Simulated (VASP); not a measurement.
# Al8O11 (P1) in VASP: single point with PBE

Aim: the single point of Al8O11 with PBE.

All numbers are computed with VASP 6.6.1; they aren't measurements. Logs are shortened: lines on timing, memory, paths and dates and some standing lists are left out, and cuts for length are marked.

## Step 1: The cell of the first run

The typed cell holds 19 atoms: a = 4.786 Å, b = 5.181 Å, c = 7.053 Å, α = 95.64°, β = 89.41°, γ = 89.98°.

## Step 2: Single point, PBE (atoms taken out)

File INCAR:

```
PREC = Accurate
ENCUT = 520
EDIFF = 1E-6
ISMEAR = 0
SIGMA = 0.02
LREAL = Auto
LASPH = True
NELM = 80
ALGO = Normal
ISIF = 2
LWAVE = False
LCHARG = False
GGA = PE
NBANDS = 60
```

File KPOINTS:

```
Automatic mesh
0
Gamma
  5 5 3
```

File POSCAR:

```
Al8O11
1.0
   -2.3744800000     -4.1554310000      0.0126050000
    2.4104880000     -1.3926920000     -4.3692720000
    4.7853660000     -2.8045470000      4.3557800000
Al O
8 11
Direct
    0.4984641625      0.7960030074      0.8514772361
    0.0056149849      0.2947656614      0.3540460838
    0.4959486377      0.2047507488      0.6480740366
    0.0040293212      0.7093216102      0.1483547685
    0.5214697157      0.2139267467      0.1411113244
    0.9993936233      0.6997621630      0.6476621617
    0.4992653780      0.7990193215      0.3496748764
    0.9870294982      0.2944207537      0.8663573404
    0.3438070159      0.1514972119      0.9029377159
    0.8457848842      0.6497432257      0.3988483653
    0.3450954837      0.8466615491      0.5951051863
    0.3051612963      0.4995206660      0.2462576002
    0.8035473624      0.9977726528      0.7483505496
    0.6552953392      0.8428979726      0.0952365673
    0.1521742720      0.3484955902      0.5969141313
    0.1503956408      0.6527282292      0.9034907423
    0.6556717571      0.1530376848      0.4012758293
    0.6903426660      0.4994870275      0.7498650950
    0.1954704974      0.0018988823      0.2486010583
```

Potentials or basis: VASP PAW PBE potentials, release 64 (Al, O).

Started as:

```console
> cat potpaw_PBE.64/Al/POTCAR potpaw_PBE.64/O/POTCAR > POTCAR
> mpirun -np 1 vasp_std > vasp.out
```

OUTCAR:

```text
PREC = Accurate
   ENCUT = 520
   EDIFF = 1E-6
   ISMEAR = 0
   LREAL = Auto
   LASPH = True
   NELM = 80
   ISIF = 2
   GGA = PE

 ion  position               nearest neighbor table
   1  0.498  0.796  0.851-  18 1.87  16 1.87  14 1.88  13 1.97   9 1.98  11 2.00   3 2.67   6 2.80
                             6 2.82   5 2.83   4 3.20   3 3.25   4 3.28
   2  0.006  0.295  0.354-  15 1.85  19 1.86  17 1.87  12 1.97  10 1.99   4 2.71   5 2.78   6 2.80
                             5 2.89   3 3.21   4 3.23   3 3.25
   3  0.496  0.205  0.648-  15 1.86  18 1.87  17 1.89   9 1.98  11 1.99  13 2.00   1 2.67   7 2.82
                             8 2.84   8 2.88   2 3.21   2 3.25   1 3.25
   4  0.004  0.709  0.148-  16 1.85  19 1.85  14 1.86  10 1.97  12 1.98   2 2.71   8 2.78   7 2.79
                             7 2.80   1 3.20   2 3.23   1 3.28
   5  0.521  0.214  0.141-   9 1.89  12 1.89  17 2.00  14 2.02  19 2.09   7 2.72   2 2.78   1 2.83
                             2 2.89   8 2.99   7 3.24   8 3.28
   6  0.999  0.700  0.648-  11 1.87  13 1.88  10 1.90  15 1.96  18 1.98  16 1.99   8 2.73   2 2.80
                             1 2.80   1 2.82   7 3.24   7 3.27   8 3.31
   7  0.499  0.799  0.350-  11 1.87  10 1.88  12 1.90  14 1.97  19 1.97  17 1.98   5 2.72   4 2.79
                             4 2.80   3 2.82   5 3.24   6 3.24   6 3.27
   8  0.987  0.294  0.866-   9 1.89  13 1.89  18 2.00  16 2.01  15 2.09   6 2.73   4 2.78   3 2.84
                             3 2.88   5 2.99   5 3.28   6 3.31
   9  0.344  0.151  0.903-   5 1.89   8 1.89   3 1.98   1 1.98
  10  0.846  0.650  0.399-   7 1.88   6 1.90   4 1.97   2 1.99
  11  0.345  0.847  0.595-   7 1.87   6 1.87   3 1.99   1 2.00
  12  0.305  0.500  0.246-   5 1.89   7 1.90   2 1.97   4 1.98
  13  0.804  0.998  0.748-   6 1.88   8 1.89   1 1.97   3 2.00
  14  0.655  0.843  0.095-   4 1.86   1 1.88   7 1.97   5 2.02
  15  0.152  0.348  0.597-   2 1.85   3 1.86   6 1.96   8 2.09
  16  0.150  0.653  0.903-   4 1.85   1 1.87   6 1.99   8 2.01
  17  0.656  0.153  0.401-   2 1.87   3 1.89   7 1.98   5 2.00
  18  0.690  0.499  0.750-   1 1.87   3 1.87   6 1.98   8 2.00
  19  0.195  0.002  0.249-   4 1.85   2 1.86   7 1.97   5 2.09

  LATTYP: Found a triclinic cell.
 ALAT       =     4.7860130539
 B/A-ratio  =     1.4734422906
 C/A-ratio  =     2.0151034658
 COS(alpha) =     0.0000329379
 COS(beta)  =     0.5039381466
 COS(gamma) =     0.6784308366

  Lattice vectors:

 A1 = (   2.3744800000,   4.1554310000,  -0.0126050000)
 A2 = (   4.7849680000,   2.7627390000,  -4.3818770000)
 A3 = (  -4.8213740000,   8.3526700000,   0.0008870000)

Analysis of symmetry for initial positions (statically):
=====================================================================
 Subroutine PRICEL returns:
 Original cell was already a primitive cell.

 Routine SETGRP: Setting up the symmetry group for a
 triclinic supercell.

 Subroutine GETGRP returns: Found  1 space group operations
 (whereof  1 operations were pure point group operations)
 out of a pool of  2 trial point group operations.

The static configuration has the point symmetry C_1 .

Analysis of symmetry for dynamics (positions and initial velocities):
=====================================================================
 Subroutine PRICEL returns:
 Original cell was already a primitive cell.

 Routine SETGRP: Setting up the symmetry group for a
 triclinic supercell.

 Subroutine GETGRP returns: Found  1 space group operations
 (whereof  1 operations were pure point group operations)
 out of a pool of  2 trial point group operations.

The dynamic configuration has the point symmetry C_1 .

 Subroutine INISYM returns: Found  1 space group operations
 (whereof  1 operations are pure point group operations),
 and found     1 'primitive' translations

----------------------------------------------------------------------------------------

                                     Primitive cell

  volume of cell :     174.0138

  direct lattice vectors                    reciprocal lattice vectors
    -2.374480000 -4.155431000  0.012605000    -0.105279542 -0.180492173 -0.000550450
     2.410488000 -1.392692000 -4.369272000     0.103812436 -0.059782814 -0.152543106
     4.785366000 -2.804547000  4.355780000     0.104438658 -0.059445672  0.076565992

  length of vectors
     4.786013054  5.180789632  7.052519482     0.208953367  0.193959805  0.142490604

  position of ions in fractional coordinates (direct lattice)
     0.498464162  0.796003007  0.851477236
     0.005614985  0.294765661  0.354046084
     0.495948638  0.204750749  0.648074037
     0.004029321  0.709321610  0.148354768
     0.521469716  0.213926747  0.141111324
     0.999393623  0.699762163  0.647662162
[... 11 lines left out ...]
     0.690342666  0.499487028  0.749865095
     0.195470497  0.001898882  0.248601058

  ion indices of the primitive-cell ions
   primitive index   ion index
                 1           1
                 2           2
                 3           3
                 4           4
                 5           5
                 6           6
[... 11 lines left out ...]
                18          18
                19          19

----------------------------------------------------------------------------------------

 KPOINTS: Automatic mesh

Automatic generation of k-mesh.
 Grid dimensions read from file:
 generate k-points for:    5    5    3

 Generating k-lattice:

  Cartesian coordinates                     Fractional coordinates (reciprocal lattice)
    -0.021055908 -0.036098435 -0.000110090     0.200000000  0.000000000  0.000000000
     0.020762487 -0.011956563 -0.030508621     0.000000000  0.200000000  0.000000000
     0.034812886 -0.019815224  0.025521997     0.000000000  0.000000000  0.333333333

  Length of vectors
     0.041790673  0.038791961  0.047496868

  Shift w.r.t. Gamma in fractional coordinates (k-lattice)
     0.000000000  0.000000000  0.000000000

 Subroutine IBZKPT returns following result:
 ===========================================

 Found     38 irreducible k-points:

 Following reciprocal coordinates:
            Coordinates               Weight
  0.000000  0.000000  0.000000      1.000000
  0.200000  0.000000  0.000000      2.000000
  0.400000  0.000000  0.000000      2.000000
 -0.000000  0.200000  0.000000      2.000000
  0.200000  0.200000  0.000000      2.000000
  0.400000  0.200000  0.000000      2.000000
[... 16 lines left out ...]
 -0.200000  0.200000  0.333333      2.000000
 -0.000000  0.400000  0.333333      2.000000
 [... further k-points ...]
   k-points           NKPTS =     38   k-points in BZ     NKDIM =     38   number of bands    NBANDS=     60
   number of dos      NEDOS =    301   number of ions     NIONS =     19
   total plane-waves  NPLWV =  77760
   dimension x,y,z NGX =    36 NGY =   40 NGZ =   54
   dimension x,y,z NGXF=    72 NGYF=   80 NGZF=  108
   ions per type =               8  11
   NGX,Y,Z   is equivalent  to a cutoff of  12.50, 12.84, 12.73 a.u.
   NGXF,Y,Z  is equivalent  to a cutoff of  25.01, 25.67, 25.46 a.u.
 SYSTEM =  unknown system
   PREC   = accura    normal or accurate (medium, high low for compatibility)
   ISTART =      0    job   : 0-new  1-cont  2-samecut
   ICHARG =      2    charge: 1-file 2-atom 10-const
   ISPIN  =      1    spin polarized calculation?
   LNONCOLLINEAR =      F non collinear calculations
   LSORBIT =      F    spin-orbit coupling
   LASPH  =      T    aspherical Exc in radial PAW
   ENCUT  =  520.0 eV  38.22 Ry    6.18 a.u.   8.90  9.63 13.11*2*pi/ulx,y,z
   NELM   =     80;   NELMIN=  2; NELMDL= -5     # of ELM steps
   EDIFF  = 0.1E-05   stopping-criterion for ELM
   LREAL  =      T    real-space projection
   EDIFFG = 0.1E-04   stopping-criterion for IOM
   NSW    =      0    number of steps for IOM
   IBRION =     -1    ionic relax: 0-MD 1-quasi-New 2-CG
   NFREE  =      0    steps in history (QN), initial steepest desc. (CG)
   ISIF   =      2    stress and relaxation
   ISYM   =      2    0-nonsym 1-usesym 2-fastsym
   POTIM  = 0.5000    time-step for ionic-motion
   TEBEG  =    0.0;   TEEND  =   0.0 temperature during run
   PSTRESS=    0.0 pullay stress
   NELECT =      90.0000    total number of electrons
   NUPDOWN=      -1.0000    fix difference up-down
   EMIN   =  10.00;   EMAX   =-10.00  energy-range for DOS
   EFERMI =   0.00;   METHOD = LEGACY
   ISMEAR =     0;   SIGMA  =   0.02  broadening in eV -4-tet -1-fermi 0-gaus
   EFERMI_NEDOS =   21; number of points for ismear=-14 and -15
   IALGO  =     38    algorithm
   IMIX   =      4    mixing-type and parameters
     AMIX     =   0.40;   BMIX     =  1.00
     AMIX_MAG =   1.60;   BMIX_MAG =  1.00
  volume/ion in A,a.u.               =       9.16        61.81
  Fermi-wavevector in a.u.,A,eV,Ry     =   1.314098  2.483285 23.495275  1.726854
  Thomas-Fermi vector in A             =   2.444375
   LORBIT       =      0    0 simple, 1 ext, 2 COOP (PROOUT), +10 PAW based schemes
   GGA     = PE    functional components
   LHFCALC =     F    Hartree Fock is set to
   AEXX    =    0.0000 exact exchange contribution
   IVDW    =     0    specifies the selected vdW correction
   LEPSILON=     F    determine dielectric tensor
   LRPA    =     F    only Hartree local field effects (RPA)
 non-spin polarized calculation
 Gauss-broadening in eV      SIGMA  =   0.02
  energy-cutoff  :      520.00
  volume of cell :      174.01
 maximum number of plane-waves:      4714
   NGX = 17   NGY = 19   NGZ = 27

 number of electron      89.9999992 magnetization

 Free energy of the ion-electron system (eV)
  ---------------------------------------------------
  ext. energy  EPLUGINS =         0.00000000
  ---------------------------------------------------
  free energy    TOTEN  =      -137.92306995 eV

  energy without entropy =     -137.92306995  energy(sigma->0) =     -137.92306995

 E-fermi :   8.1799     XC(G=0): -11.3888

 val. band max:        8.0955500259   @ k =   0.4000   0.4000   0.3333
 cond. band min:      11.6807180051   @ k =  -0.0000   0.0000   0.3333
 fundamental gap:      3.5851679792
 Fermi energy:         8.1798810707

 k-point     1 :       0.0000    0.0000    0.0000
  band No.  band energies     occupation
      1     -13.3329      2.00000
      2     -12.2929      2.00000
      3     -11.6531      2.00000
      4     -11.4662      2.00000
      5     -11.3099      2.00000
      6     -11.1919      2.00000
[... 49 lines left out ...]
     56      16.5758      0.00000
     57      16.8765      0.00000

 k-point     2 :       0.2000    0.0000    0.0000
  band No.  band energies     occupation
      1     -13.2035      2.00000
      2     -12.1973      2.00000
      3     -11.7742      2.00000
      4     -11.5500      2.00000
      5     -11.2730      2.00000
      6     -11.1925      2.00000
[... 49 lines left out ...]
     56      16.4089      0.00000
     57      16.5656      0.00000

 k-point     3 :       0.4000    0.0000    0.0000
  band No.  band energies     occupation
      1     -12.8461      2.00000
      2     -12.2939      2.00000
      3     -11.9117      2.00000
      4     -11.5725      2.00000
      5     -11.3842      2.00000
      6     -11.1706      2.00000
[... 1194 lines left out ...]
      1     -12.9211      2.00000
      2     -12.5247      2.00000
      3     -11.8150      2.00000
      4     -11.5021      2.00000
      5     -11.3245      2.00000
      6     -11.1971      2.00000
[... 49 lines left out ...]
     56      16.4730      0.00000
     57      16.7313      0.00000

 k-point    24 :      -0.0000    0.4000    0.3333
  band No.  band energies     occupation
      1     -12.7328      2.00000
      2     -12.4490      2.00000
      3     -12.2330      2.00000
      4     -11.7888      2.00000
      5     -11.0725      2.00000
      6     -11.0424      2.00000
[... 49 lines left out ...]
     56      16.7151      0.00000
     57      17.1928      0.00000

 [... further k-points ...]

 [bands above 57 left out]

------------------------ aborting loop because EDIFF is reached ----------------------------------------

  FORCE on cell =-STRESS in cart. coord.  units (eV):
  Direction    XX          YY          ZZ          XY          YZ          ZX
  --------------------------------------------------------------------------------------
  -------------------------------------------------------------------------------------
  Total       -0.2564555     -0.1821967     -0.2329808     -0.0486645     -0.0250490     -0.0282162
  in kB       -2.3612341     -1.6775195     -2.1450981     -0.4480630     -0.2306309     -0.2597922
  external PRESSURE =      -2.0612839 kB  Pullay stress =       0.0000000 kB

 VOLUME and BASIS-vectors are now :
 -----------------------------------------------------------------------------
  energy-cutoff  :      520.00
  volume of cell :      174.01
      direct lattice vectors                 reciprocal lattice vectors
    -2.374480000 -4.155431000  0.012605000    -0.105279542 -0.180492173 -0.000550450
     2.410488000 -1.392692000 -4.369272000     0.103812436 -0.059782814 -0.152543106
     4.785366000 -2.804547000  4.355780000     0.104438658 -0.059445672  0.076565992

 POSITION                                       TOTAL-FORCE (eV/Angst)
 -----------------------------------------------------------------------------------
      4.80979     -5.56793      0.23718         0.002357      0.001675      0.006913
      2.39144     -1.42679      0.25431        -0.001378      0.002371      0.005591
      2.41720     -4.16359      1.93451        -0.003475     -0.002772     -0.003845
      2.41018     -1.42068     -2.45297        -0.001357      0.001115     -0.003327
     -0.04728     -2.86062     -0.31348        -0.002981     -0.005041      0.000256
      2.41303     -6.94386     -0.22378         0.003016     -0.002938     -0.004132
[... 11 lines left out ...]
      3.15318     -5.66733      1.09255        -0.001471      0.001595      0.002004
      0.73008     -1.51212      1.07702         0.001498     -0.001371     -0.005735
 -----------------------------------------------------------------------------------
    total drift:                                0.006924     -0.004038      0.000308

  FREE ENERGIE OF THE ION-ELECTRON SYSTEM (eV)
  ---------------------------------------------------
  free  energy   TOTEN  =      -137.9230699524 eV

  energy  without entropy=     -137.9230699523  energy(sigma->0) =     -137.92306995
```

Run time: 10 min. Hardware: 1 thread of AMD EPYC 7R13, shared host; peak memory 0.37 GiB.

Results:

```yaml
Free_energy: -137.9231 eV
Pressure: -0.2 GPa
Largest_force: 0.008 eV/Å
Band_gap_on_the_k_mesh: 3.59 eV (least direct gap 4.01 eV)
```

Forces in eV/Å, atoms in the order of the input:
```
Al   0.002  0.002  0.007
Al  -0.001  0.002  0.006
Al  -0.003 -0.003 -0.004
Al  -0.001  0.001 -0.003
Al  -0.003 -0.005  0.000
Al   0.003 -0.003 -0.004
Al   0.006  0.002  0.004
Al  -0.003  0.000  0.000
O    0.001 -0.004  0.005
O    0.001  0.004  0.000
O   -0.001 -0.004 -0.007
O   -0.003  0.000 -0.004
O    0.002  0.001  0.003
O    0.002 -0.001 -0.002
O    0.000  0.000 -0.005
O   -0.001  0.003  0.002
O    0.001  0.004  0.005
O   -0.001  0.002  0.002
O    0.001 -0.001 -0.006
```

Levels at points of the mesh, in eV from the valence-band top:
```
           k point  band 43  band 44  band 45  band 46  band 47  band 48
(0.00, 0.00, 0.00)    -2.70    -2.57    -1.02     4.43     4.48     5.08
```

Caveat: the cell differs from its parent crystal (atoms taken out); an odd mesh through Γ misses points on the zone boundary, where band edges can lie.
